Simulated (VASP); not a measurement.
# CoSi2 (Fm-3m) in VASP: notebook

CoSi2 is run at these levels: PBE; tasks: single point.

Everything below comes from runs of VASP 6.6.1. Logs are shortened: lines on timing, memory, paths and dates and some standing lists are left out, and cuts for length are marked.

## (1) The cell of the first run

The structure is cubic, space group Fm-3m (No. 225). Conventional cell: a = 4.888 Å, b = 4.888 Å, c = 4.888 Å, α = 90.00°, β = 90.00°, γ = 90.00°. Co (site symmetry m-3m) has 8 Si at 2.12 Å within 2.8 Å. Si (site symmetry -43m) has 4 Co at 2.12 Å and 6 Si at 2.44 Å within 2.8 Å.

## (2) Single point, PBE (volume scaled by 0.76)

The input, INCAR:

```
  PREC = Accurate
  ENCUT = 520
  EDIFF = 1E-7
  ISMEAR = -1
  SIGMA = 0.05
  LREAL = False
  LASPH = True
  NELM = 80
  ALGO = Normal
  ISIF = 2
  LWAVE = False
  LCHARG = True
  GGA = PE
  LELF = True
  LVHAR = True
  NBANDS = 16
```

The input, KPOINTS:

```
regular mesh
0
Gamma
  11 11 11
```

The input, POSCAR:

```
CoSi2
1.0
    0.0000000000      2.4438906515      2.4438906515
    2.4438906515      0.0000000000      2.4438906515
    2.4438906515      2.4438906515      0.0000000000
Co Si
1 2
Direct
    0.0000000000      0.0000000000      0.0000000000
    0.2500000000      0.2500000000      0.2500000000
    0.7500000000      0.7500000000      0.7500000000
```

Potentials or basis: VASP PAW PBE potentials, release 64 (Co, Si).

The run is started by

```bash
$ cat potpaw_PBE.64/Co/POTCAR potpaw_PBE.64/Si/POTCAR > POTCAR
$ mpirun -np 1 vasp_std > vasp.out
```

OUTCAR:

```text
PREC = Accurate
   ENCUT = 520
   EDIFF = 1E-7
   ISMEAR = -1
   LREAL = False
   LASPH = True
   NELM = 80
   ISIF = 2
   GGA = PE

 ion  position               nearest neighbor table
   1  0.000  0.000  0.000-   3 2.12   3 2.12   3 2.12   2 2.12   2 2.12   2 2.12   3 2.12   2 2.12

   2  0.250  0.250  0.250-   1 2.12   1 2.12   1 2.12   1 2.12   3 2.44   3 2.44   3 2.44   3 2.44
                             3 2.44   3 2.44
   3  0.750  0.750  0.750-   1 2.12   1 2.12   1 2.12   1 2.12   2 2.44   2 2.44   2 2.44   2 2.44
                             2 2.44   2 2.44

  LATTYP: Found a face centered cubic cell.
 ALAT       =     4.8877813030

  Lattice vectors:

 A1 = (   0.0000000000,   2.4438906515,   2.4438906515)
 A2 = (   2.4438906515,   0.0000000000,   2.4438906515)
 A3 = (   2.4438906515,   2.4438906515,   0.0000000000)

Analysis of symmetry for initial positions (statically):
=====================================================================
 Subroutine PRICEL returns:
 Original cell was already a primitive cell.

 Routine SETGRP: Setting up the symmetry group for a
 face centered cubic supercell.

 Subroutine GETGRP returns: Found 48 space group operations
 (whereof 48 operations were pure point group operations)
 out of a pool of 48 trial point group operations.

The static configuration has the point symmetry O_h .

Analysis of symmetry for dynamics (positions and initial velocities):
=====================================================================
 Subroutine PRICEL returns:
 Original cell was already a primitive cell.

 Routine SETGRP: Setting up the symmetry group for a
 face centered cubic supercell.

 Subroutine GETGRP returns: Found 48 space group operations
 (whereof 48 operations were pure point group operations)
 out of a pool of 48 trial point group operations.

The dynamic configuration has the point symmetry O_h .

 Subroutine INISYM returns: Found 48 space group operations
 (whereof 48 operations are pure point group operations),
 and found     1 'primitive' translations

----------------------------------------------------------------------------------------

                                     Primitive cell

  volume of cell :      29.1928

  direct lattice vectors                    reciprocal lattice vectors
     0.000000000  2.443890651  2.443890651    -0.204591805  0.204591805  0.204591805
     2.443890651  0.000000000  2.443890651     0.204591805 -0.204591805  0.204591805
[... 84 lines left out ...]
   LASPH  =      T    aspherical Exc in radial PAW
   ENCUT  =  520.0 eV  38.22 Ry    6.18 a.u.   6.43  6.43  6.43*2*pi/ulx,y,z
   NELM   =     80;   NELMIN=  2; NELMDL= -5     # of ELM steps
   EDIFF  = 0.1E-06   stopping-criterion for ELM
   LREAL  =      F    real-space projection
   EDIFFG = 0.1E-05   stopping-criterion for IOM
   NSW    =      0    number of steps for IOM
   IBRION =     -1    ionic relax: 0-MD 1-quasi-New 2-CG
   NFREE  =      0    steps in history (QN), initial steepest desc. (CG)
   ISIF   =      2    stress and relaxation
   ISYM   =      2    0-nonsym 1-usesym 2-fastsym
   POTIM  = 0.5000    time-step for ionic-motion
   TEBEG  =    0.0;   TEEND  =   0.0 temperature during run
   PSTRESS=    0.0 pullay stress
   NELECT =      17.0000    total number of electrons
   NUPDOWN=      -1.0000    fix difference up-down
   EMIN   =  10.00;   EMAX   =-10.00  energy-range for DOS
   EFERMI =   0.00;   METHOD = LEGACY
   ISMEAR =    -1;   SIGMA  =   0.05  broadening in eV -4-tet -1-fermi 0-gaus
   EFERMI_NEDOS =   21; number of points for ismear=-14 and -15
   IALGO  =     38    algorithm
   IMIX   =      4    mixing-type and parameters
     AMIX     =   0.40;   BMIX     =  1.00
     AMIX_MAG =   1.60;   BMIX_MAG =  1.00
  volume/ion in A,a.u.               =       9.73        65.67
  Fermi-wavevector in a.u.,A,eV,Ry     =   1.367097  2.583439 25.428670  1.868955
  Thomas-Fermi vector in A             =   2.493180
   LORBIT       =      0    0 simple, 1 ext, 2 COOP (PROOUT), +10 PAW based schemes
   GGA     = PE    functional components
   LHFCALC =     F    Hartree Fock is set to
   AEXX    =    0.0000 exact exchange contribution
   IVDW    =     0    specifies the selected vdW correction
   LEPSILON=     F    determine dielectric tensor
   LRPA    =     F    only Hartree local field effects (RPA)
 non-spin polarized calculation
  energy-cutoff  :      520.00
  volume of cell :       29.19
 maximum number of plane-waves:       801
 NGX is ok and might be reduce to    28
   NGX = 13   NGY = 13   NGZ = 13

 number of electron      16.9999995 magnetization

 Free energy of the ion-electron system (eV)
  ---------------------------------------------------
  ext. energy  EPLUGINS =         0.00000000
  ---------------------------------------------------
  free energy    TOTEN  =       -17.24568604 eV

  energy without entropy =      -17.24212954  energy(sigma->0) =      -17.24390779

 E-fermi :  14.2810     XC(G=0): -13.0636

 val. band max:       14.2618569650   @ k =  -0.2727   0.2727   0.0000
 cond. band min:      14.3953297767   @ k =   0.3636   0.1818   0.0000
 fundamental gap:      0.1334728116
 Fermi energy:        14.2809669541

 k-point     1 :       0.0000    0.0000    0.0000
  band No.  band energies     occupation
      1      -1.1699      2.00000
      2       8.7719      2.00000
      3       8.7719      2.00000
      4       8.7719      2.00000
      5      11.2257      2.00000
      6      11.2257      2.00000
[... 433 lines left out ...]
      3       8.4144      2.00000
      4       9.5261      2.00000
      5      10.4647      2.00000
      6      11.4942      2.00000
[... 8 lines left out ...]
     15      23.2822      0.00000
     16      25.4532      0.00000

 [... further k-points ...]
[... 5 lines left out ...]
  --------------------------------------------------------------------------------------
  -------------------------------------------------------------------------------------
  Total       16.5638093     16.5638093     16.5638093      0.0000000      0.0000000     -0.0000000
  in kB      909.0661744    909.0661744    909.0661744      0.0000000      0.0000000     -0.0000000
  external PRESSURE =     909.0661744 kB  Pullay stress =       0.0000000 kB

 VOLUME and BASIS-vectors are now :
 -----------------------------------------------------------------------------
  energy-cutoff  :      520.00
  volume of cell :       29.19
      direct lattice vectors                 reciprocal lattice vectors
     0.000000000  2.443890651  2.443890651    -0.204591805  0.204591805  0.204591805
     2.443890651  0.000000000  2.443890651     0.204591805 -0.204591805  0.204591805
     2.443890651  2.443890651  0.000000000     0.204591805  0.204591805 -0.204591805

 POSITION                                       TOTAL-FORCE (eV/Angst)
 -----------------------------------------------------------------------------------
      0.00000      0.00000      0.00000        -0.000000      0.000000     -0.000000
      1.22195      1.22195      1.22195         0.000000      0.000000      0.000000
      3.66584      3.66584      3.66584        -0.000000     -0.000000     -0.000000
 -----------------------------------------------------------------------------------
    total drift:                               -0.000000     -0.000000      0.000000

  FREE ENERGIE OF THE ION-ELECTRON SYSTEM (eV)
  ---------------------------------------------------
  free  energy   TOTEN  =       -17.2456860400 eV

  energy  without entropy=      -17.2421295428  energy(sigma->0) =      -17.24390779
```

stdout:

```text
POSCAR found type information on POSCAR CoSi
 POSCAR found :  2 types and       3 ions
 scaLAPACK will be used
 LDA part: xc-table for (Slater+PW92), standard interpolation
 POSCAR, INCAR and KPOINTS ok, starting setup
 FFT: planning ... GRIDC
 FFT: planning ... GRID_SOFT
 FFT: planning ... GRID
 WAVECAR not read
 entering main loop
```

It took 48 s on 1 thread of AMD EPYC 7R13 (Zen 3), shared host; peak memory 0.14 GiB.

What came out:

| Item | Value |
| --- | --- |
| Free energy | -17.2457 eV |
| Pressure | 90.9 GPa |

Caveat: the cell differs from its parent crystal (volume scaled by 0.76). Spin polarisation is off, so any magnetic state and its effect on volume and gap are missing.

## (3) Single point, PBE (volume scaled by 1.06)

The input, INCAR:

```
  PREC = Accurate
  ENCUT = 520
  EDIFF = 1E-6
  ISMEAR = -1
  SIGMA = 0.05
  LREAL = F
  LASPH = T
  NELM = 80
  ALGO = Normal
  ISIF = 2
  LWAVE = F
  LCHARG = T
  GGA = PE
  LELF = T
  LVHAR = T
  NBANDS = 16
```

KPOINTS is that of step 2.

The input, POSCAR:

```
CoSi2
1.0
    0.0000000000      2.7305231384      2.7305231384
    2.7305231384      0.0000000000      2.7305231384
    2.7305231384      2.7305231384      0.0000000000
Co Si
1 2
Direct
    0.0000000000      0.0000000000      0.0000000000
    0.2500000000      0.2500000000      0.2500000000
    0.7500000000      0.7500000000      0.7500000000
```

Potentials or basis: VASP PAW PBE potentials, release 64 (Co, Si).

The run is started by

```bash
$ cat potpaw_PBE.64/Co/POTCAR potpaw_PBE.64/Si/POTCAR > POTCAR
$ mpirun -np 1 vasp_std > vasp.out
```

It took 61 s on 1 thread of AMD EPYC 7R13 (Zen 3), shared host; peak memory 0.15 GiB.

Results (log left out):

| Quantity | Value |
| --- | --- |
| Free energy | -19.2335 eV |
| Pressure | -9.0 GPa |

Levels at points of the mesh, in eV from the Fermi level:
| k point | band 5 | band 6 | band 7 | band 8 | band 9 | band 10 | band 11 | band 12 | band 13 | band 14 |
| --- | --- | --- | --- | --- | --- | --- | --- | --- | --- | --- |
| (0.00, 0.00, 0.00) | -1.72 | -1.72 | 0.21 | 3.19 | 3.19 | 3.19 | 3.43 | 3.43 | 3.43 | 5.44 |

Caveat: the cell differs from its parent crystal (volume scaled by 1.06).

## (4) Single point, PBE, collinear spin, ferromagnetic start (volume scaled by 0.88, start moments a quarter as large)

The input, INCAR:

```
SYSTEM = CoSi2
ALGO     = Normal         ! electronic algorithm
EDIFF    = 1E-7           ! SCF threshold, eV
ENCUT    = 520            ! plane-wave cutoff, eV
GGA      = PE             ! functional
ISIF     = 2              ! what is computed and relaxed
ISMEAR   = -1             ! smearing method
ISPIN    = 2              ! spin polarisation
LASPH    = .True.         ! aspherical terms in the spheres
LCHARG   = .False.        ! write CHGCAR
LMAXMIX  = 4              ! l up to which the mixer works
LORBIT   = 11             ! projections on sites
LREAL    = .False.        ! projectors in reciprocal space
LWAVE    = .False.        ! write WAVECAR
MAGMOM   = 0.5 0 0        ! initial moments
NBANDS   = 20             ! bands
NELM     = 150            ! most SCF steps
PREC     = Accurate       ! precision mode
SIGMA    = 0.05           ! smearing width, eV
```

The input, KPOINTS:

```
k-points
0
Gamma
  11 11 11
  0 0 0
```

The input, POSCAR:

```
CoSi2
1.0
    0.0000000000      2.5662844754      2.5662844754
    2.5662844754      0.0000000000      2.5662844754
    2.5662844754      2.5662844754      0.0000000000
Co Si
1 2
Direct
    0.0000000000      0.0000000000      0.0000000000
    0.2500000000      0.2500000000      0.2500000000
    0.7500000000      0.7500000000      0.7500000000
```

The run is started by

```bash
$ cat potpaw_PBE.64/Co/POTCAR potpaw_PBE.64/Si/POTCAR > POTCAR
$ mpirun -np 1 vasp_std > vasp.out
```

Wall time 96 s (1 thread of AMD EPYC 7R13 (Zen 3), shared host); peak memory 0.17 GiB.

The run converged. Its results:

```yaml
Free_energy: -18.9011 eV
Pressure: 30.9 GPa
Net_moment: 0.00 μB per cell
Valence_electrons_inside_the_program's_atomic_spheres: Co 9.24; Si 1.68
```

Levels at points of the mesh, in eV from the Fermi level:
Spin up:
```csv
k point,band 5,band 6,band 7,band 8,band 9,band 10,band 11,band 12,band 13,band 14
"(0.00, 0.00, 0.00)",-2.37,-2.37,2.11,3.46,3.46,3.46,3.95,3.95,3.95,6.28
```
Spin down:
| k point | band 7 | band 8 | band 9 | band 10 | band 11 | band 12 |
| --- | --- | --- | --- | --- | --- | --- |
| (0.00, 0.00, 0.00) | 2.11 | 3.46 | 3.46 | 3.46 | 3.95 | 3.95 |

Caveat: the cell differs from its parent crystal (volume scaled by 0.88, start moments a quarter as large).

## (5) Single point, PBE, collinear spin, ferromagnetic start

This run uses another cell than the first one, of 12.80 Å³/atom, 1.316 times its volume.

The input, INCAR:

```
SYSTEM = CoSi2
ALGO = Normal
EDIFF = 1E-7
ENCUT = 520
GGA = PE
ISIF = 2
ISMEAR = -1
ISPIN = 2
LASPH = .TRUE.
LCHARG = .TRUE.
LELF = .TRUE.
LMAXMIX = 4
LORBIT = 11
LREAL = .FALSE.
LVHAR = .TRUE.
LWAVE = .FALSE.
MAGMOM = 2 0 0
NBANDS = 20
NELM = 150
PREC = Accurate
SIGMA = 0.05
```

The input, KPOINTS:

```
k-points
0
G
  11 11 11
  0 0 0
```

The input, POSCAR:

```
CoSi2
1.0
    0.0000000000      2.6780000000      2.6780000000
    2.6780000000      0.0000000000      2.6780000000
    2.6780000000      2.6780000000      0.0000000000
Co Si
1 2
Direct
    0.0000000000      0.0000000000      0.0000000000
    0.2500000000      0.2500000000      0.2500000000
    0.7500000000      0.7500000000      0.7500000000
```

The run is started by

```bash
$ cat potpaw_PBE.64/Co/POTCAR potpaw_PBE.64/Si/POTCAR > POTCAR
$ mpirun -np 1 vasp_std > vasp.out
```

Wall time 1.8 min (1 thread of AMD EPYC 7R13 (Zen 3), shared host); peak memory 0.18 GiB.

It converged, with:

```
Free energy                                           : -19.3001 eV
Pressure                                              : 0.2 GPa
Net moment                                            : 0.00 μB per cell
Valence electrons inside the program's atomic spheres : Co 8.86; Si 1.59
```

Levels at points of the mesh, in eV from the Fermi level:
Spin up:
```tsv
k point	band 5	band 6	band 7	band 8	band 9	band 10	band 11	band 12	band 13	band 14
(0.00, 0.00, 0.00)	-1.90	-1.90	0.76	3.41	3.41	3.41	3.45	3.45	3.45	5.67
```
Spin down:
```
           k point  band 6  band 7  band 8  band 9  band 10  band 11  band 12  band 13
(0.00, 0.00, 0.00)   -1.90    0.76    3.41    3.41     3.41     3.45     3.45     3.45
```

Caveat: the starting moments collapsed, and a magnetic state may lie lower.

## (6) Summary

```tsv
spin	cell	gap on the mesh (eV)	pressure (GPa)
off	a = 3.456 Å, angles 60.0°, 3 atoms	none	90.9
off	a = 3.862 Å, angles 60.0°, 3 atoms	none	-9.0
collinear, ferromagnetic start	a = 3.629 Å, angles 60.0°, 3 atoms	none	30.9
```

Alike in all rows: task single point; level PBE; potentials or basis VASP PAW PBE potentials, release 64 (Co, Si); k mesh 11 × 11 × 11; cutoff (eV) 520; smearing fermi-dirac 0.05 eV.

Absolute energies hang on the potentials; compare differences alone.
